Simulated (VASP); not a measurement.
# Cd (Fd-3m) in VASP: further runs

The runs below take Cd through single point, with pbesol exchange, lda correlation.

All numbers are computed with VASP 6.6.1; they aren't measurements. Logs are shortened: lines on timing, memory, paths and dates and some standing lists are left out, and cuts for length are marked.

### Step 1. The cell of the first run

The structure is cubic, space group Fd-3m (No. 227). The conventional cell has a = 5.418 Å, b = 5.418 Å, c = 5.418 Å, α = 90.00°, β = 90.00°, γ = 90.00°. Cd (site symmetry -43m) has 4 Cd at 2.35 Å within 3.1 Å.

This isn't the form of Cd at room conditions, which is hcp.

### Step 2. Single point, pbesol exchange, lda correlation

INCAR reads:

```
  PREC = Accurate
  ENCUT = 500
  EDIFF = 1E-6
  ISMEAR = 1
  SIGMA = 0.1
  LREAL = False
  LASPH = True
  NELM = 120
  ALGO = Normal
  ISIF = 2
  LWAVE = False
  LCHARG = True
  GGA = LIBXC
  LIBXC1 = GGA_X_PBE_SOL
  LIBXC2 = LDA_C_PW
  LELF = True
  LVHAR = True
  NBANDS = 19
  GGA_COMPAT = False
```

KPOINTS reads:

```
Automatic mesh
0
Gamma
  6 6 6
```

POSCAR reads:

```
Cd
1.0
    0.0000000000      2.7089641965      2.7089641965
    2.7089641965      0.0000000000      2.7089641965
    2.7089641965      2.7089641965      0.0000000000
Cd
2
Direct
    1.0000000000      1.0000000000      1.0000000000
    0.2500000000      0.2500000000      0.2500000000
```

Potentials or basis: VASP PAW PBE potentials, release 64 (Cd).

Command:

```console
$ cat potpaw_PBE.64/Cd/POTCAR > POTCAR
$ mpirun -np 1 vasp_std > vasp.out
```

OUTCAR:

```text
PREC = Accurate
   ENCUT = 500
   EDIFF = 1E-6
   ISMEAR = 1
   LREAL = False
   LASPH = True
   NELM = 120
   ISIF = 2
   GGA = LIBXC

 ion  position               nearest neighbor table
   1  0.000  0.000  0.000-   2 2.35   2 2.35   2 2.35   2 2.35
   2  0.250  0.250  0.250-   1 2.35   1 2.35   1 2.35   1 2.35

  LATTYP: Found a face centered cubic cell.
 ALAT       =     5.4179283930

  Lattice vectors:

 A1 = (   0.0000000000,   2.7089641965,   2.7089641965)
 A2 = (   2.7089641965,   0.0000000000,   2.7089641965)
 A3 = (   2.7089641965,   2.7089641965,   0.0000000000)

Analysis of symmetry for initial positions (statically):
=====================================================================
 Subroutine PRICEL returns:
 Original cell was already a primitive cell.

 Routine SETGRP: Setting up the symmetry group for a
 face centered cubic supercell.

 Subroutine GETGRP returns: Found 48 space group operations
 (whereof 24 operations were pure point group operations)
 out of a pool of 48 trial point group operations.

The static configuration has the point symmetry T_d .
 The point group associated with its full space group is O_h .

Analysis of symmetry for dynamics (positions and initial velocities):
=====================================================================
 Subroutine PRICEL returns:
 Original cell was already a primitive cell.

 Routine SETGRP: Setting up the symmetry group for a
 face centered cubic supercell.

 Subroutine GETGRP returns: Found 48 space group operations
 (whereof 24 operations were pure point group operations)
 out of a pool of 48 trial point group operations.

The dynamic configuration has the point symmetry T_d .
 The point group associated with its full space group is O_h .

 Subroutine INISYM returns: Found 48 space group operations
 (whereof 24 operations are pure point group operations),
 and found     1 'primitive' translations

----------------------------------------------------------------------------------------

                                     Primitive cell

  volume of cell :      39.7594

  direct lattice vectors                    reciprocal lattice vectors
     0.000000000  2.708964197  2.708964197    -0.184572391  0.184572391  0.184572391
     2.708964197  0.000000000  2.708964197     0.184572391 -0.184572391  0.184572391
     2.708964197  2.708964197  0.000000000     0.184572391  0.184572391 -0.184572391

  length of vectors
     3.831053907  3.831053907  3.831053907     0.319688760  0.319688760  0.319688760

  position of ions in fractional coordinates (direct lattice)
     0.000000000  0.000000000  0.000000000
     0.250000000  0.250000000  0.250000000

  ion indices of the primitive-cell ions
   primitive index   ion index
                 1           1
                 2           2

----------------------------------------------------------------------------------------

 KPOINTS: Automatic mesh

Automatic generation of k-mesh.
 Grid dimensions read from file:
 generate k-points for:    6    6    6

 Generating k-lattice:

  Cartesian coordinates                     Fractional coordinates (reciprocal lattice)
    -0.030762065  0.030762065  0.030762065     0.166666667  0.000000000  0.000000000
     0.030762065 -0.030762065  0.030762065     0.000000000  0.166666667  0.000000000
     0.030762065  0.030762065 -0.030762065     0.000000000  0.000000000  0.166666667

  Length of vectors
     0.053281460  0.053281460  0.053281460

  Shift w.r.t. Gamma in fractional coordinates (k-lattice)
     0.000000000  0.000000000  0.000000000

 Subroutine IBZKPT returns following result:
 ===========================================

 Found     16 irreducible k-points:

 Following reciprocal coordinates:
            Coordinates               Weight
  0.000000  0.000000  0.000000      1.000000
  0.166667  0.000000  0.000000      8.000000
  0.333333  0.000000  0.000000      8.000000
  0.500000  0.000000  0.000000      4.000000
  0.166667  0.166667  0.000000      6.000000
  0.333333  0.166667  0.000000     24.000000
[... 8 lines left out ...]
 -0.333333  0.333333  0.166667     24.000000
 -0.333333  0.500000  0.166667     12.000000
   k-points           NKPTS =     16   k-points in BZ     NKDIM =     16   number of bands    NBANDS=     19
   number of dos      NEDOS =    301   number of ions     NIONS =      2
   total plane-waves  NPLWV =  21952
   dimension x,y,z NGX =    28 NGY =   28 NGZ =   28
   dimension x,y,z NGXF=    56 NGYF=   56 NGZF=   56
   ions per type =               2
   NGX,Y,Z   is equivalent  to a cutoff of  12.15, 12.15, 12.15 a.u.
   NGXF,Y,Z  is equivalent  to a cutoff of  24.30, 24.30, 24.30 a.u.
 SYSTEM =  unknown system
   PREC   = accura    normal or accurate (medium, high low for compatibility)
   ISTART =      0    job   : 0-new  1-cont  2-samecut
   ICHARG =      2    charge: 1-file 2-atom 10-const
   ISPIN  =      1    spin polarized calculation?
   LNONCOLLINEAR =      F non collinear calculations
   LSORBIT =      F    spin-orbit coupling
   LASPH  =      T    aspherical Exc in radial PAW
   ENCUT  =  500.0 eV  36.75 Ry    6.06 a.u.   6.98  6.98  6.98*2*pi/ulx,y,z
   NELM   =    120;   NELMIN=  2; NELMDL= -5     # of ELM steps
   EDIFF  = 0.1E-05   stopping-criterion for ELM
   LREAL  =      F    real-space projection
[... 7 lines left out ...]
   TEBEG  =    0.0;   TEEND  =   0.0 temperature during run
   PSTRESS=    0.0 pullay stress
   NELECT =      24.0000    total number of electrons
   NUPDOWN=      -1.0000    fix difference up-down
   EMIN   =  10.00;   EMAX   =-10.00  energy-range for DOS
   EFERMI =   0.00;   METHOD = LEGACY
   ISMEAR =     1;   SIGMA  =   0.10  broadening in eV -4-tet -1-fermi 0-gaus
   EFERMI_NEDOS =   21; number of points for ismear=-14 and -15
   IALGO  =     38    algorithm
   IMIX   =      4    mixing-type and parameters
     AMIX     =   0.40;   BMIX     =  1.00
     AMIX_MAG =   1.60;   BMIX_MAG =  1.00
  volume/ion in A,a.u.               =      19.88       134.15
  Fermi-wavevector in a.u.,A,eV,Ry     =   1.383562  2.614553 26.044871  1.914244
  Thomas-Fermi vector in A             =   2.508148
   LORBIT       =      0    0 simple, 1 ext, 2 COOP (PROOUT), +10 PAW based schemes
   GGA     = LIBXC    functional components
   LHFCALC =     F    Hartree Fock is set to
   AEXX    =    0.0000 exact exchange contribution
   IVDW    =     0    specifies the selected vdW correction
   LEPSILON=     F    determine dielectric tensor
   LRPA    =     F    only Hartree local field effects (RPA)
 non-spin polarized calculation
 Methfessel and Paxton  Order N= 1 SIGMA  =   0.10
  energy-cutoff  :      500.00
  volume of cell :       39.76
 maximum number of plane-waves:      1019
   NGX = 13   NGY = 13   NGZ = 13

 number of electron      24.0000017 magnetization

 Free energy of the ion-electron system (eV)
  ---------------------------------------------------
  ext. energy  EPLUGINS =         0.00000000
  ---------------------------------------------------
  free energy    TOTEN  =         3.49115156 eV

  energy without entropy =        3.49344604  energy(sigma->0) =        3.49191638

 E-fermi :   3.5021     XC(G=0): -11.1246

 val. band max:        3.4641889115   @ k =   0.5000   0.3333   0.0000
 cond. band min:       3.5631481510   @ k =  -0.3333   0.3333   0.1667
 fundamental gap:      0.0989592395
 Fermi energy:         3.5020620010

 k-point     1 :       0.0000    0.0000    0.0000
  band No.  band energies     occupation
      1      -7.7794      2.00000
      2      -7.7794      2.00000
      3      -7.7784      2.00000
      4      -7.7784      2.00000
      5      -7.7784      2.00000
      6      -6.1645      2.00000
[... 11 lines left out ...]
     18      13.6134      0.00000
     19      13.7224      0.00000

 k-point     2 :       0.1667    0.0000    0.0000
  band No.  band energies     occupation
      1      -7.9790      2.00000
      2      -7.9790      2.00000
      3      -7.7688      2.00000
      4      -7.5010      2.00000
      5      -7.5010      2.00000
      6      -6.1688      2.00000
[... 11 lines left out ...]
     18      14.1784      0.00000
     19      15.3723      0.00000

 k-point     3 :       0.3333    0.0000    0.0000
  band No.  band energies     occupation
      1      -7.9950      2.00000
      2      -7.9950      2.00000
      3      -7.7593      2.00000
      4      -7.4014      2.00000
      5      -7.4014      2.00000
      6      -6.3884      2.00000
[... 11 lines left out ...]
     18      13.3626      0.00000
     19      17.3416      0.00000

 k-point     4 :       0.5000    0.0000    0.0000
  band No.  band energies     occupation
      1      -7.9358      2.00000
      2      -7.9358      2.00000
      3      -7.7530      2.00000
      4      -7.4595      2.00000
      5      -7.4595      2.00000
      6      -6.5142      2.00000
[... 11 lines left out ...]
     18      12.9361      0.00000
     19      19.3945      0.00000

 k-point     5 :       0.1667    0.1667    0.0000
  band No.  band energies     occupation
      1      -8.1188      2.00000
      2      -7.8215      2.00000
      3      -7.8215      2.00000
      4      -7.5973      2.00000
      5      -7.2554      2.00000
      6      -6.3815      2.00000
[... 11 lines left out ...]
     18      15.8941      0.00000
     19      16.6652      0.00000

 k-point     6 :       0.3333    0.1667    0.0000
  band No.  band energies     occupation
      1      -8.1815      2.00000
      2      -7.8862      2.00000
      3      -7.8246      2.00000
      4      -7.3949      2.00000
      5      -7.0322      2.00000
      6      -6.6335      2.00000
[... 11 lines left out ...]
     18      15.8281      0.00000
     19      16.2664      0.00000

 k-point     7 :       0.5000    0.1667    0.0000
  band No.  band energies     occupation
      1      -8.1866      2.00000
      2      -7.9688      2.00000
      3      -7.7160      2.00000
      4      -7.2418      2.00000
      5      -7.1333      2.00000
      6      -6.6289      2.00000
[... 11 lines left out ...]
     18      16.0023      0.00000
     19      16.4769      0.00000

 k-point     8 :      -0.3333    0.1667    0.0000
  band No.  band energies     occupation
      1      -8.1129      2.00000
      2      -8.1032      2.00000
      3      -7.5666      2.00000
      4      -7.4243      2.00000
      5      -7.0764      2.00000
      6      -6.5132      2.00000
[... 11 lines left out ...]
     18      16.8814      0.00000
     19      16.8997      0.00000

 k-point     9 :      -0.1667    0.1667    0.0000
  band No.  band energies     occupation
      1      -8.1363      2.00000
      2      -7.9356      2.00000
      3      -7.7532      2.00000
      4      -7.4846      2.00000
      5      -7.1883      2.00000
      6      -6.3275      2.00000
[... 11 lines left out ...]
     18      14.1668      0.00000
     19      14.7253      0.00000

 k-point    10 :       0.3333    0.3333    0.0000
  band No.  band energies     occupation
      1      -8.1761      2.00000
      2      -7.9090      2.00000
      3      -7.9090      2.00000
      4      -7.1787      2.00000
      5      -7.0961      2.00000
      6      -6.6358      2.00000
[... 11 lines left out ...]
     18      18.9611      0.00000
     19      20.6155      0.00000

 k-point    11 :       0.5000    0.3333    0.0000
  band No.  band energies     occupation
      1      -8.2292      2.00000
      2      -7.9685      2.00000
      3      -7.8283      2.00000
      4      -7.2668      2.00000
      5      -6.8112      2.00000
      6      -6.4861      2.00000
[... 11 lines left out ...]
     18      18.4693      0.00000
     19      20.8537      0.00000

 k-point    12 :      -0.3333    0.3333    0.0000
  band No.  band energies     occupation
      1      -8.2940      2.00000
      2      -8.0653      2.00000
      3      -7.6635      2.00000
      4      -6.9032      2.00000
      5      -6.8501      2.00000
      6      -6.6792      2.00000
[... 11 lines left out ...]
     18      17.3572      0.00000
     19      17.4680      0.00000

 k-point    13 :       0.5000    0.5000    0.0000
  band No.  band energies     occupation
      1      -7.9529      2.00000
      2      -7.9529      2.00000
      3      -7.8581      2.00000
      4      -7.8581      2.00000
      5      -6.4033      2.00000
      6      -6.4033      2.00000
[... 11 lines left out ...]
     18      22.1565      0.00000
     19      22.3529      0.00000

 k-point    14 :       0.5000    0.3333    0.1667
  band No.  band energies     occupation
      1      -8.2013      2.00000
      2      -8.1186      2.00000
      3      -7.6090      2.00000
      4      -7.2082      2.00000
      5      -6.8770      2.00000
      6      -6.7426      2.00000
[... 11 lines left out ...]
     18      18.6445      0.00000
     19      18.8081      0.00000

 k-point    15 :      -0.3333    0.3333    0.1667
  band No.  band energies     occupation
      1      -8.2606      2.00000
      2      -8.1622      2.00000
      3      -7.4920      2.00000
      4      -7.0618      2.00000
      5      -6.8428      2.00000
      6      -6.7226      2.00000
[... 11 lines left out ...]
     18      16.2516      0.00000
     19      19.2092      0.00000

 k-point    16 :      -0.3333    0.5000    0.1667
  band No.  band energies     occupation
      1      -8.2156      2.00000
      2      -8.2156      2.00000
      3      -7.3933      2.00000
      4      -7.3933      2.00000
      5      -6.5462      2.00000
      6      -6.5462      2.00000
[... 11 lines left out ...]
     18      16.8805      0.00000
     19      22.7110      0.00000

------------------------ aborting loop because EDIFF is reached ----------------------------------------

  FORCE on cell =-STRESS in cart. coord.  units (eV):
  Direction    XX          YY          ZZ          XY          YZ          ZX
  --------------------------------------------------------------------------------------
  -------------------------------------------------------------------------------------
  Total       15.5225002     15.5225002     15.5225002      0.0000000     -0.0000000      0.0000000
  in kB      625.5074189    625.5074189    625.5074189      0.0000000     -0.0000000      0.0000000
  external PRESSURE =     625.5074189 kB  Pullay stress =       0.0000000 kB

 VOLUME and BASIS-vectors are now :
 -----------------------------------------------------------------------------
  energy-cutoff  :      500.00
  volume of cell :       39.76
      direct lattice vectors                 reciprocal lattice vectors
     0.000000000  2.708964197  2.708964197    -0.184572391  0.184572391  0.184572391
     2.708964197  0.000000000  2.708964197     0.184572391 -0.184572391  0.184572391
     2.708964197  2.708964197  0.000000000     0.184572391  0.184572391 -0.184572391

 POSITION                                       TOTAL-FORCE (eV/Angst)
 -----------------------------------------------------------------------------------
      0.00000      0.00000      0.00000         0.000000      0.000000      0.000000
      1.35448      1.35448      1.35448        -0.000000     -0.000000     -0.000000
 -----------------------------------------------------------------------------------
    total drift:                                0.000000      0.000000      0.000000

  FREE ENERGIE OF THE ION-ELECTRON SYSTEM (eV)
  ---------------------------------------------------
  free  energy   TOTEN  =         3.4911515577 eV

  energy  without entropy=        3.4934460385  energy(sigma->0) =        3.49191638
```

Run time: 6.8 s. Hardware: 1 thread of AMD EPYC 9R45 (Zen 5), shared host; peak memory 0.12 GiB.

Results:

| Property | Result |
| --- | --- |
| Free energy | 3.4912 eV |
| Pressure | 62.6 GPa |
| Band gap on the k mesh | zero (bands 12 and 13 overlap by 9.20 eV) |

Caveat: the cell stands under pressure; the PAW data sets were made with another functional, which shifts forces and pressure a little.

### Step 3. Single point, pbesol exchange, lda correlation

This run uses another cell than the first one, of 21.87 Å³/atom.

INCAR reads:

```
ALGO = Normal
EDIFF = 1E-6
ENCUT = 500
GGA = LIBXC
GGA_COMPAT = False
ISIF = 2
ISMEAR = 1
LASPH = True
LCHARG = True
LELF = True
LIBXC1 = GGA_X_PBE_SOL
LIBXC2 = LDA_C_PW
LREAL = False
LVHAR = True
LWAVE = False
NBANDS = 19
NELM = 120
PREC = Accurate
SIGMA = 0.1
```

KPOINTS reads:

```
k-points
0
Gamma
  6 6 6
```

POSCAR reads:

```
Cd
1.0
    0.0000000000      2.7964053936      2.7964053936
    2.7964053936      0.0000000000      2.7964053936
    2.7964053936      2.7964053936      0.0000000000
Cd
2
Direct
    1.0000000000      1.0000000000      1.0000000000
    0.2500000000      0.2500000000      0.2500000000
```

Potentials or basis: VASP PAW PBE potentials, release 64 (Cd).

Command:

```console
$ cat potpaw_PBE.64/Cd/POTCAR > POTCAR
$ mpirun -np 1 vasp_std > vasp.out
```

Wall time 7.8 s (1 thread of AMD EPYC 9R45 (Zen 5), shared host); peak memory 0.13 GiB.

The run converged. Its results:

```yaml
Free_energy: 2.2163 eV
Pressure: 41.7 GPa
Band_gap_on_the_k_mesh: zero (bands 12 and 13 overlap by 8.32 eV)
```

Levels at points of the mesh, in eV from the Fermi level:
```tsv
k point	band 8	band 9	band 10	band 11	band 12	band 13	band 14	band 15	band 16	band 17
(0.00, 0.00, 0.00)	-9.07	-9.02	-8.45	-8.45	7.20	7.20	7.20	7.95	7.95	7.95
(0.50, 0.00, 0.00)	-9.00	-8.47	-8.47	-4.79	-3.93	4.25	4.25	8.34	8.41	8.71
(0.50, 0.50, 0.00)	-9.28	-8.33	-8.33	-3.24	-3.24	0.98	0.98	5.45	5.45	17.35
```

Caveat: the cell stands under pressure; the PAW data sets were made with another functional, which shifts forces and pressure a little.

(Continued in part 2 of 2.)
